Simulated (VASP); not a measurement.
# Al2Cu (Fmmm) in VASP: notebook, part 2 of 2

VASP 6.6.1. The steps go on from the part before.

## (4) Single point, PBE

File INCAR:

```
ALGO = Fast ; EDIFF = 1E-7
ENCUT = 520 ; GGA = PE
ISIF = 2 ; ISMEAR = 0
LASPH = True ; LCHARG = False
LREAL = False ; LWAVE = False
NBANDS = 16 ; NELM = 60
PREC = Accurate ; SIGMA = 0.15
```

File KPOINTS:

```
k-points
0
Gamma
  14 14 14
```

File POSCAR:

```
Al2Cu
1.0
   -2.0956132642      2.0956132642      2.8240317323
    2.0956132642     -2.0956132642      2.8240317323
    2.0412268914      2.0412268914     -2.8240317323
Al Cu
2 1
Direct
    0.7500000000      0.2500000000      0.5000000000
    0.2500000000      0.7500000000      0.5000000000
    0.5000000000      0.5000000000      0.0000000000
```

Potentials or basis: VASP PAW PBE potentials, release 64 (Al, Cu).

Run with:

```
> cat potpaw_PBE.64/Al/POTCAR potpaw_PBE.64/Cu/POTCAR > POTCAR
> mpirun -np 1 vasp_std > vasp.out
```

OUTCAR:

```text
EDIFF = 1E-7
   ENCUT = 520
   GGA = PE
   ISIF = 2
   ISMEAR = 0
   LASPH = True
   LREAL = False
   NELM = 60
   PREC = Accurate

 ion  position               nearest neighbor table
   1  0.750  0.250  0.500-   3 2.50   3 2.50   3 2.50   3 2.50   2 2.82   2 2.82   2 2.89   2 2.89
                             2 2.96   2 2.96
   2  0.250  0.750  0.500-   3 2.50   3 2.50   3 2.50   3 2.50   1 2.82   1 2.82   1 2.89   1 2.89
                             1 2.96   1 2.96
   3  0.500  0.500  0.000-   2 2.50   1 2.50   1 2.50   2 2.50   1 2.50   2 2.50   2 2.50   1 2.50

  LATTYP: Found a face centered orthorhombic cell.
 ALAT       =     5.6480634646
 B/A-ratio  =     1.0222019536
 C/A-ratio  =     1.0494374641

  Lattice vectors:

 A1 = (  -0.0543863728,   4.1368401556,   0.0000000000)
 A2 = (  -2.0956132642,   2.0956132642,   2.8240317323)
 A3 = (   2.0412268914,   2.0412268914,   2.8240317323)

Analysis of symmetry for initial positions (statically):
[... 170 lines left out ...]
  ext. energy  EPLUGINS =         0.00000000
  ---------------------------------------------------
  free energy    TOTEN  =       -11.73656459 eV

  energy without entropy =      -11.72657576  energy(sigma->0) =      -11.73157018

 E-fermi :   6.9082     XC(G=0): -10.4082

 val. band max:        6.8985790377   @ k =  -0.3571   0.1429   0.0714
 cond. band min:       6.9096659576   @ k =  -0.2143  -0.2857   0.2143
 fundamental gap:      0.0110869200
 Fermi energy:         6.9081763265

 k-point     1 :       0.0000    0.0000    0.0000
  band No.  band energies     occupation
      1      -3.2214      2.00000
      2       2.3873      2.00000
      3       2.4094      2.00000
      4       2.4331      2.00000
      5       2.9233      2.00000
      6       2.9897      2.00000
[... 433 lines left out ...]
      3       2.4932      2.00000
      4       2.5994      2.00000
      5       2.9189      2.00000
      6       3.0315      2.00000
[... 8 lines left out ...]
     15      14.0225      0.00000
     16      17.3679      0.00000

 [... further k-points ...]
[... 5 lines left out ...]
  --------------------------------------------------------------------------------------
  -------------------------------------------------------------------------------------
  Total       -0.2434942     -0.2434942      0.7559907      0.3079417     -0.0000000      0.0000000
  in kB       -8.0735982     -8.0735982     25.0665767     10.2105033     -0.0000000      0.0000000
  external PRESSURE =       2.9731268 kB  Pullay stress =       0.0000000 kB

 VOLUME and BASIS-vectors are now :
 -----------------------------------------------------------------------------
  energy-cutoff  :      520.00
  volume of cell :       48.32
      direct lattice vectors                 reciprocal lattice vectors
    -2.095613264  2.095613264  2.824031732     0.003178540  0.241772182  0.177051835
     2.095613264 -2.095613264  2.824031732     0.241772182  0.003178540  0.177051835
     2.041226891  2.041226891 -2.824031732     0.244950722  0.244950722  0.000000000

 POSITION                                       TOTAL-FORCE (eV/Angst)
 -----------------------------------------------------------------------------------
     -0.02719      2.06842      1.41202        -0.000000      0.000000     -0.000000
      2.06842     -0.02719      1.41202         0.000000     -0.000000      0.000000
      0.00000      0.00000      2.82403         0.000000     -0.000000     -0.000000
 -----------------------------------------------------------------------------------
    total drift:                                0.000000     -0.000000      0.000000

  FREE ENERGIE OF THE ION-ELECTRON SYSTEM (eV)
  ---------------------------------------------------
  free  energy   TOTEN  =       -11.7365645949 eV

  energy  without entropy=      -11.7265757570  energy(sigma->0) =      -11.73157018
```

Run time: 4.2 min. Hardware: 1 thread of AMD EPYC 9R45 (Zen 5), shared host; peak memory 0.4 GiB.

What came out:

- Free energy: -11.7366 eV
- Pressure: 0.3 GPa

Stress tensor (GPa, compression positive):
```
-0.81  1.02  0.00
 1.02 -0.81  0.00
 0.00  0.00  2.51
```

Levels at points of the mesh, in eV from the Fermi level:
```tsv
k point	band 6	band 7	band 8	band 9	band 10	band 11	band 12	band 13
(0.00, 0.00, 0.00)	-3.92	2.59	2.73	2.84	2.94	3.10	3.13	4.05
(0.50, 0.00, 0.00)	-3.89	-3.86	0.43	0.79	2.67	2.94	3.83	4.36
(0.50, 0.50, 0.00)	-3.79	-3.75	-1.88	-1.71	0.55	1.70	8.92	10.22
(0.00, 0.00, 0.50)	-3.81	-3.66	-2.13	-1.78	0.25	1.56	8.88	9.67
(0.50, 0.50, 0.50)	-3.81	-3.61	-2.20	-2.01	-0.01	1.42	8.96	9.92
```

Caveat: the cell differs from its parent crystal (strain +e along x and -e along y -0.0133, strain +e along z and -e/2 along x and y -0.0233).

## (5) Overview

```tsv
cell	further INCAR settings	gap on the mesh (eV)	pressure (GPa)
a = 4.166, b = 4.166, c = 4.113 Å, angles 122.3, 122.3, 86.8°, 3 atoms	ALGO = Fast; EDIFF = 1e-06; NBANDS = 16	none	0.6
a = 4.101, b = 4.101, c = 3.988 Å, angles 117.7, 117.7, 95.5°, 3 atoms	ALGO = Fast; EDIFF = 1e-06; NBANDS = 16	none	0.9
a = 4.094, b = 4.094, c = 4.038 Å, angles 118.8, 118.8, 92.8°, 3 atoms	ALGO = Fast; EDIFF = 1e-07; NBANDS = 16	none	0.3
```

Alike in all rows: task single point; level PBE; potentials or basis VASP PAW PBE potentials, release 64 (Al, Cu); no spin polarisation; k mesh 14 × 14 × 14; cutoff (eV) 520; smearing gaussian 0.15 eV.

Absolute energies hang on the potentials; compare differences alone.
